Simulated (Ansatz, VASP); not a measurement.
FeGe: VASP beside Ansatz

```
Fe Ge
1.0
     4.45169    0.00000    0.00000
     0.00000    4.45169    0.00000
     0.00000    0.00000    4.45169
Fe Ge
4 4
Direct
  0.13833 0.13833 0.13833
  0.36167 0.86167 0.63833
  0.63833 0.36167 0.86167
  0.86167 0.63833 0.36167
  0.84028 0.84028 0.84028
  0.65972 0.15972 0.34028
  0.34028 0.65972 0.15972
  0.15972 0.34028 0.65972
```

Alike in both runs: functional PBEsol; k mesh 10 × 10 × 10; occupations gaussian, width 0.03 eV; no spin polarisation.

Ansatz relaxed the structure, and its values are those at the end. VASP's run is a single point on that final structure, the one shown.

```csv
,VASP,Ansatz
version,VASP 6.6.1,Ansatz 0.2.0
potentials or method,"VASP PAW PBE potentials, release 64 (Fe, Ge_d), cutoff 520 eV","scalar-relativistic, plane waves, PAW"
valence electrons in the cell,88,120
```

Ansatz gave:

- gap on the k mesh at the Fermi level (eV): 0.10
- least direct gap on the mesh (eV): 0.13
- pressure (GPa): 20.2
- rms of the force components (eV/Å): 0.000

Problem. What did VASP give for the same quantities?

Solution. gap on the k mesh at the Fermi level (eV): 0.09; least direct gap on the mesh (eV): 0.13; pressure (GPa): 21.0; rms of the force components (eV/Å): 0.014.

VASP's potentials were made for PBE, not for PBEsol. VASP's potentials hold 88 valence electrons a cell and Ansatz's 120, so a difference there can come from the potentials and not from the codes. Ansatz's warnings: stress scf threshold loose.
